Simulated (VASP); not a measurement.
A run of VASP 6.6.1 is set up as follows.

File INCAR:

```
PREC = Accurate
ENCUT = 520
EDIFF = 1E-6
ISMEAR = 0
SIGMA = 0.1
LREAL = F
LASPH = T
NELM = 100
ALGO = Normal
ISIF = 2
LWAVE = F
LCHARG = F
GGA = PE
NBANDS = 13
```

KPOINTS

```
Automatic mesh
0
Gamma
  6 6 6
```

Contents of POSCAR:

```
SbBr
1.0
    0.0000000000      3.0605370200      3.0605370200
    3.0605370200      0.0000000000      3.0605370200
    3.0605370200      3.0605370200      0.0000000000
Sb Br
1 1
Direct
    0.5000000000      0.5000000000      0.5000000000
    0.0000000000      0.0000000000      0.0000000000
```

Potentials or basis: VASP PAW PBE potentials, release 64 (Sb, Br).

Launch:

```console
$ cat potpaw_PBE.64/Sb/POTCAR potpaw_PBE.64/Br/POTCAR > POTCAR
$ mpirun -np 1 vasp_std > vasp.out
```

**Question.** What does it give for the pressure?

**Answer.** 4.0 GPa.

**Question.** Estimate the band gap on the k mesh.

**Answer.** Zero (band 6 reaches 7.96 eV, above the bottom of band 7 at 5.18 eV).

Caveat: spin-orbit coupling is left out, which moves the levels of the heavy elements.
